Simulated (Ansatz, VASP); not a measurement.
Two plane-wave programs on GaN

```
CELL_PARAMETERS angstrom
0.00000 2.17588 2.17588
2.17588 0.00000 2.17588
2.17588 2.17588 0.00000
ATOMIC_POSITIONS crystal
Ga 0.50000 0.50000 0.50000
N 0.00000 0.00000 0.00000
```

Alike in both runs: task single point; functional PBE; k mesh 8 × 8 × 8; no spin polarisation.

|  | VASP | Ansatz |
| --- | --- | --- |
| version | VASP 6.6.1 | Ansatz 0.2.0 |
| potentials or method | VASP PAW PBE potentials, release 64 (Ga_d, N) | plane waves, PAW |
| plane-wave cutoff (eV) | 520 | 420 |
| occupations | gaussian, width 0.01 eV | fixed |
| valence electrons in the cell | 18 | 18 |

```tsv
	VASP	Ansatz	Ansatz less VASP
gap on the k mesh at the Fermi level (eV)	0.08	0.08	+0.008
pressure (GPa)	-10.0	-10.7	-0.70
```
